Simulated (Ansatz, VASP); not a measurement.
**Two plane-wave programs on GaP**

```
CELL_PARAMETERS angstrom
0.00000 2.75254 2.75254
2.75254 0.00000 2.75254
2.75254 2.75254 0.00000
ATOMIC_POSITIONS crystal
Ga 0.00000 0.00000 0.00000
P 0.25000 0.25000 0.25000
```

Alike in both runs: task single point; functional r2SCAN; k mesh 8 × 8 × 8; occupations gaussian, width 0.02 eV; no spin polarisation.

```csv
,VASP,Ansatz
version,VASP 6.6.1,Ansatz 0.2.0
potentials or method,"VASP PAW PBE potentials, release 64 (Ga_d, P), cutoff 520 eV","scalar-relativistic, plane waves, PAW"
valence electrons in the cell,18,18
```

Ansatz gave:

```
gap on the k mesh at the Fermi level (eV) : 1.94
least direct gap on the mesh (eV)         : 2.10
```

**Question.** Which values does VASP return?

**Answer.** gap on the k mesh at the Fermi level (eV): 1.94; least direct gap on the mesh (eV): 2.08.

VASP's potentials were made for PBE, not for r2SCAN.
